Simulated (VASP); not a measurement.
# Si (I4/mmm) in VASP: further runs

The runs below take Si through relaxation of shape and atoms at fixed volume, with LDA.

Everything below comes from runs of VASP 6.6.1. Logs are shortened: lines on timing, memory, paths and dates and some standing lists are left out, and cuts for length are marked.

## 1. The cell of the first run

Symmetry: I4/mmm, No. 139, tetragonal system. The conventional cell has a = 6.668 Å, b = 6.668 Å, c = 3.855 Å, α = 90.00°, β = 90.00°, γ = 90.00°. Si (site symmetry m2m) has 4 Si at 2.35 to 2.39 Å within 3.1 Å.

## 2. Relaxation of shape and atoms at fixed volume, LDA (21.42 Å³/atom)

File INCAR:

```
ALGO = Normal ; EDIFF = 1E-6
EDIFFG = -0.01 ; ENCUT = 600
IBRION = 2 ; ISIF = 4
ISMEAR = 0 ; LASPH = True
LCHARG = False ; LREAL = False
LWAVE = False ; NELM = 60
NSW = 50 ; PREC = Accurate
SIGMA = 0.01
```

File KPOINTS:

```
k-points
0
Gamma
  10 10 10
```

File POSCAR:

```
Si
1.0
   -3.3339598434      3.3339598434      1.9272608791
    3.3339598434     -3.3339598434      1.9272608791
    3.3339598434      3.3339598434     -1.9272608791
Si
4
Direct
    0.1788433299      0.1788433299      0.3576866599
    0.8211566701      0.8211566701      0.6423133401
    0.1788433299      0.8211566701      0.0000000000
    0.8211566701      0.1788433299      0.0000000000
```

Potentials or basis: VASP PAW LDA potentials, release 64 (Si).

On the command line:

```
$ cat potpaw_LDA.64/Si/POTCAR > POTCAR
$ mpirun -np 1 vasp_std > vasp.out
```

OUTCAR:

```text
EDIFF = 1E-6
   EDIFFG = -0.01
   ENCUT = 600
   IBRION = 2
   ISIF = 4
   ISMEAR = 0
   LASPH = True
   LREAL = False
   NELM = 60
   NSW = 50
   PREC = Accurate

 ion  position               nearest neighbor table
   1  0.179  0.179  0.358-   2 2.35   2 2.35   3 2.39   4 2.39
   2  0.821  0.821  0.642-   1 2.35   1 2.35   4 2.39   3 2.39
   3  0.179  0.821  0.000-   4 2.35   4 2.35   2 2.39   1 2.39
   4  0.821  0.179  0.000-   3 2.35   3 2.35   2 2.39   1 2.39

  LATTYP: Found a body centered tetragonal cell.
 ALAT       =     6.6679196868
 C/A-ratio  =     0.5780696138

  Lattice vectors:

 A1 = (  -3.3339598434,   3.3339598434,   1.9272608791)
 A2 = (   3.3339598434,  -3.3339598434,   1.9272608791)
 A3 = (   3.3339598434,   3.3339598434,  -1.9272608791)

Analysis of symmetry for initial positions (statically):
=====================================================================
 Subroutine PRICEL returns:
 Original cell was already a primitive cell.

 Routine SETGRP: Setting up the symmetry group for a
 body centered tetragonal supercell.

 Subroutine GETGRP returns: Found 16 space group operations
 (whereof 16 operations were pure point group operations)
 out of a pool of 16 trial point group operations.

The static configuration has the point symmetry D_4h.

Analysis of symmetry for dynamics (positions and initial velocities):
=====================================================================
 Subroutine PRICEL returns:
 Original cell was already a primitive cell.

 Routine SETGRP: Setting up the symmetry group for a
 body centered tetragonal supercell.

 Subroutine GETGRP returns: Found 16 space group operations
 (whereof 16 operations were pure point group operations)
 out of a pool of 16 trial point group operations.

The dynamic configuration has the point symmetry D_4h.

 Subroutine INISYM returns: Found 16 space group operations
 (whereof 16 operations are pure point group operations),
 and found     1 'primitive' translations

----------------------------------------------------------------------------------------

                                     Primitive cell

  volume of cell :      85.6882

  direct lattice vectors                    reciprocal lattice vectors
    -3.333959843  3.333959843  1.927260879     0.000000000  0.149971812  0.259435557
     3.333959843 -3.333959843  1.927260879     0.149971812  0.000000000  0.259435557
     3.333959843  3.333959843 -1.927260879     0.149971812  0.149971812  0.000000000

  length of vectors
     5.093614725  5.093614725  5.093614725     0.299663733  0.299663733  0.212092171

[... 109 lines left out ...]
   GGA     = CA    functional components
   LHFCALC =     F    Hartree Fock is set to
   AEXX    =    0.0000 exact exchange contribution
   IVDW    =     0    specifies the selected vdW correction
   LEPSILON=     F    determine dielectric tensor
   LRPA    =     F    only Hartree local field effects (RPA)
 conjugate gradient relaxation of ions
 non-spin polarized calculation
 Gauss-broadening in eV      SIGMA  =   0.01
  energy-cutoff  :      600.00
  volume of cell :       85.69
 maximum number of plane-waves:      2885
 NGX is ok and might be reduce to    42
   NGX = 21   NGY = 21   NGZ = 21

--------------------------------------- Ionic step        1  -------------------------------------------

 number of electron      16.0000001 magnetization

 Free energy of the ion-electron system (eV)
  ---------------------------------------------------
  ext. energy  EPLUGINS =         0.00000000
  ---------------------------------------------------
  free energy    TOTEN  =       -23.36366036 eV

  energy without entropy =      -23.36366036  energy(sigma->0) =      -23.36366036

------------------------ aborting loop because EDIFF is reached ----------------------------------------

  FORCE on cell =-STRESS in cart. coord.  units (eV):
  Direction    XX          YY          ZZ          XY          YZ          ZX
  --------------------------------------------------------------------------------------
  -------------------------------------------------------------------------------------
  Total       -1.2531710     -1.2531710     -1.3768772      0.0000000      0.0000000      0.0000000
  in kB      -23.4314776    -23.4314776    -25.7445056      0.0000000      0.0000000      0.0000000
  external PRESSURE =     -24.2024869 kB  Pullay stress =       0.0000000 kB
[... 139 lines left out ...]
--------------------------------------- Ionic step        5  -------------------------------------------

 number of electron      16.0000001 magnetization

 Free energy of the ion-electron system (eV)
  ---------------------------------------------------
  ext. energy  EPLUGINS =         0.00000000
  ---------------------------------------------------
  free energy    TOTEN  =       -23.36401937 eV

  energy without entropy =      -23.36401937  energy(sigma->0) =      -23.36401937

 E-fermi :   5.3558     XC(G=0):  -9.2766

 val. band max:        5.2845658517   @ k =   0.5000   0.5000   0.5000
 cond. band min:       5.5699407379   @ k =  -0.1000  -0.2000   0.1000
 fundamental gap:      0.2853748862
 Fermi energy:         5.3558144510

 k-point     1 :       0.0000    0.0000    0.0000
  band No.  band energies     occupation
      1      -6.6857      2.00000
      2      -2.5009      2.00000
      3      -0.2641      2.00000
      4      -0.2641      2.00000
      5       1.5496      2.00000
      6       3.8563      2.00000
      7       3.8563      2.00000
      8       4.7473      2.00000
      9       6.7093      0.00000
     10       6.7957      0.00000
     11       6.7957      0.00000
     12       7.5796      0.00000
[... 331 lines left out ...]
 k-point    24 :       0.4000    0.3000    0.0000
  band No.  band energies     occupation
      1      -5.0176      2.00000
      2      -3.8442      2.00000
      3      -1.7812      2.00000
      4       0.2687      2.00000
      5       1.1201      2.00000
      6       2.3412      2.00000
      7       3.2827      2.00000
      8       3.9332      2.00000
      9       6.5997      0.00000
     10       6.9899      0.00000
     11       8.2831      0.00000
     12       9.0396      0.00000

 [... further k-points ...]

------------------------ aborting loop because EDIFF is reached ----------------------------------------

  FORCE on cell =-STRESS in cart. coord.  units (eV):
  Direction    XX          YY          ZZ          XY          YZ          ZX
  --------------------------------------------------------------------------------------
  -------------------------------------------------------------------------------------
  Total       -1.2756882     -1.2756882     -1.2744453      0.0000000      0.0000000     -0.0000000
  in kB      -23.8524998    -23.8524998    -23.8292603      0.0000000      0.0000000     -0.0000000
  external PRESSURE =     -23.8447533 kB  Pullay stress =       0.0000000 kB
[... 19 lines left out ...]
  FREE ENERGIE OF THE ION-ELECTRON SYSTEM (eV)
  ---------------------------------------------------
  free  energy   TOTEN  =       -23.3640193684 eV

  energy  without entropy=      -23.3640193684  energy(sigma->0) =      -23.36401937

 reached required accuracy - stopping structural energy minimisation
```

OSZICAR:

```text
N       E                     dE             d eps       ncg     rms          rms(c)
DAV:   1     0.334199401418E+02    0.33420E+02   -0.65092E+03  2448   0.120E+03
DAV:   2    -0.211931971428E+02   -0.54613E+02   -0.50506E+02  3372   0.147E+02
DAV:   3    -0.238880853715E+02   -0.26949E+01   -0.26115E+01  3216   0.314E+01
[... 31 lines left out ...]
       N       E                     dE             d eps       ncg     rms          rms(c)
DAV:   1    -0.233640339488E+02   -0.29193E-04   -0.56376E-04  2724   0.144E-01    0.188E-02
DAV:   2    -0.233640242465E+02    0.97023E-05   -0.40655E-05  2888   0.469E-02    0.827E-03
DAV:   3    -0.233640194813E+02    0.47653E-05   -0.12175E-05  2924   0.222E-02    0.274E-03
DAV:   4    -0.233640193684E+02    0.11287E-06   -0.22068E-06  2132   0.957E-03
   5 F= -.23364019E+02 E0= -.23364019E+02  d E =-.427130E-04
```

Run time: 5 min. Hardware: 1 thread of Oxide Virtual Turin-like, shared host; peak memory 0.23 GiB.

Results:

```
Free energy               : -23.3640 eV
Energy gained by relaxing : 0.1 meV/atom
Ionic steps               : 5
Pressure after relaxing   : -2.4 GPa
Band gap on the k mesh    : 0.29 eV (least direct gap 0.35 eV)
```

The path:
```
step  energy change (eV)  largest force (eV/Å)  pressure (GPa)  volume (Å³)
   1              0.0000                0.0431           -2.42        85.69
   2             -0.0003                0.0005           -2.39        85.69
   3             -0.0003                0.0131           -2.39        85.69
   4             -0.0003                0.0075           -2.38        85.69
   5             -0.0004                0.0001           -2.38        85.69
```

Final structure:
```cif
data_structure
_symmetry_space_group_name_H-M 'P 1'
_symmetry_Int_Tables_number 1
_cell_length_a 5.0966
_cell_length_b 5.0966
_cell_length_c 5.0966
_cell_angle_alpha 98.187
_cell_angle_beta 98.187
_cell_angle_gamma 135.659
_cell_volume 85.69
loop_
_atom_site_label
_atom_site_type_symbol
_atom_site_fract_x
_atom_site_fract_y
_atom_site_fract_z
_atom_site_occupancy
Si1 Si 0.17856 0.17856 0.35712 1
Si2 Si 0.82144 0.82144 0.64288 1
Si3 Si 0.17856 0.82144 0.00000 1
Si4 Si 0.82144 0.17856 0.00000 1
```

Caveat: semilocal functionals underestimate gaps, and a narrow one can read as zero. A k mesh can miss the band edges.

## 3. Relaxation of shape and atoms at fixed volume, LDA (22.05 Å³/atom)

This run uses another cell than the first one, of 22.05 Å³/atom.

File INCAR:

```
SYSTEM = Si
  PREC = Accurate
  ENCUT = 600
  EDIFF = 1E-6
  ISMEAR = 0
  SIGMA = 0.01
  LREAL = .FALSE.
  LASPH = .TRUE.
  NELM = 100
  ALGO = Normal
  ISIF = 4
  LWAVE = .FALSE.
  LCHARG = .FALSE.
  GGA = CA
  IBRION = 2
  NSW = 50
  EDIFFG = -0.01
```

File KPOINTS:

```
regular mesh
0
G
  10 10 10
  0 0 0
```

File POSCAR:

```
Si
1.0
   -3.3694937141      3.3694937141      1.9417824633
    3.3694937141     -3.3694937141      1.9417824633
    3.3694937141      3.3694937141     -1.9417824633
Si
4
Direct
    0.1785551281      0.1785551281      0.3571102561
    0.8214448719      0.8214448719      0.6428897439
    0.1785551281      0.8214448719      0.0000000000
    0.8214448719      0.1785551281      0.0000000000
```

Potentials or basis: VASP PAW LDA potentials, release 64 (Si).

On the command line:

```
$ cat potpaw_LDA.64/Si/POTCAR > POTCAR
$ mpirun -np 1 vasp_std > vasp.out
```

Run time: 3.5 min. Hardware: 1 thread of Oxide Virtual Turin-like, shared host; peak memory 0.23 GiB.

Results (log left out):

* Free energy: -23.3102 eV
* Energy gained by relaxing: 0.0 meV/atom
* Ionic steps: 4
* Pressure after relaxing: -4.5 GPa
* Band gap on the k mesh: 0.34 eV (least direct gap 0.41 eV)

The path:
```csv
step,energy change (eV),largest force (eV/Å),pressure (GPa),volume (Å³)
1,0.0000,0.0366,-4.51,88.18
2,-0.0002,0.0024,-4.49,88.18
3,-0.0002,0.0067,-4.48,88.18
4,-0.0002,0.0010,-4.48,88.18
```

Final structure:
```cif
data_structure
_symmetry_space_group_name_H-M 'P 1'
_symmetry_Int_Tables_number 1
_cell_length_a 5.1478
_cell_length_b 5.1478
_cell_length_c 5.1478
_cell_angle_alpha 98.156
_cell_angle_beta 98.156
_cell_angle_gamma 135.747
_cell_volume 88.18
loop_
_atom_site_label
_atom_site_type_symbol
_atom_site_fract_x
_atom_site_fract_y
_atom_site_fract_z
_atom_site_occupancy
Si1 Si 0.17833 0.17833 0.35666 1
Si2 Si 0.82167 0.82167 0.64334 1
Si3 Si 0.17833 0.82167 0.00000 1
Si4 Si 0.82167 0.17833 0.00000 1
```

Levels at points of the mesh, in eV from the valence-band top:
```tsv
k point	band 4	band 5	band 6	band 7	band 8	band 9	band 10	band 11	band 12
(0.00, 0.00, 0.00)	-5.47	-3.62	-1.36	-1.36	-0.51	1.46	1.46	1.47	2.33
(0.50, 0.00, 0.00)	-6.00	-4.17	-3.37	-2.25	-1.36	0.84	2.26	2.95	3.46
(0.50, 0.50, 0.00)	-4.90	-2.71	-1.85	-1.81	-1.48	1.59	1.86	1.93	3.83
(0.50, 0.50, 0.50)	-4.81	-2.75	-0.14	0.00	0.00	0.41	2.68	3.39	4.00
```

Caveat: semilocal functionals underestimate gaps, and a narrow one can read as zero. A k mesh can miss the band edges.
